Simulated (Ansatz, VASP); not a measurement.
**Two plane-wave programs on HfO2**

```
CELL_PARAMETERS angstrom
5.06725 -0.00002 -0.00002
-0.00002 5.06725 -0.00002
-0.00002 -0.00002 5.06725
ATOMIC_POSITIONS crystal
Hf 0.98677 0.98677 0.98677
Hf 0.98675 0.48674 0.48678
Hf 0.48678 0.98675 0.48674
Hf 0.48674 0.48678 0.98675
O 0.26365 0.26365 0.26365
O 0.21642 0.21640 0.75709
O 0.21640 0.75709 0.21642
O 0.26367 0.70982 0.70984
O 0.75709 0.21642 0.21640
O 0.70984 0.26367 0.70982
O 0.70982 0.70984 0.26367
O 0.75710 0.75710 0.75710
```

Alike in both runs: functional PBEsol; k mesh 4 × 4 × 4; no spin polarisation.

Ansatz relaxed the structure, and its values are those at the end. VASP's run is a single point on that final structure, the one shown.

```csv
,VASP,Ansatz
version,VASP 6.6.1,Ansatz 0.2.0
potentials or method,"VASP PAW PBE potentials, release 64 (Hf_pv, O), cutoff 520 eV","scalar-relativistic, plane waves, PAW"
occupations,"gaussian, width 0.01 eV",fixed
valence electrons in the cell,88,152
```

|  | VASP | Ansatz | Ansatz less VASP |
| --- | --- | --- | --- |
| gap on the k mesh at the Fermi level (eV) | 4.32 | 4.32 | 0.000 |
| least direct gap on the mesh (eV) | 4.37 | 4.37 | +0.004 |
| pressure (GPa) | -3.4 | 0.0 | +3.40 |
| rms of the force components (eV/Å) | 0.006 | 0.001 | -0.0043 |

VASP's potentials were made for PBE, not for PBEsol. VASP's potentials hold 88 valence electrons a cell and Ansatz's 152, so a difference there can come from the potentials and not from the codes.

Neither program's run includes spin-orbit coupling.
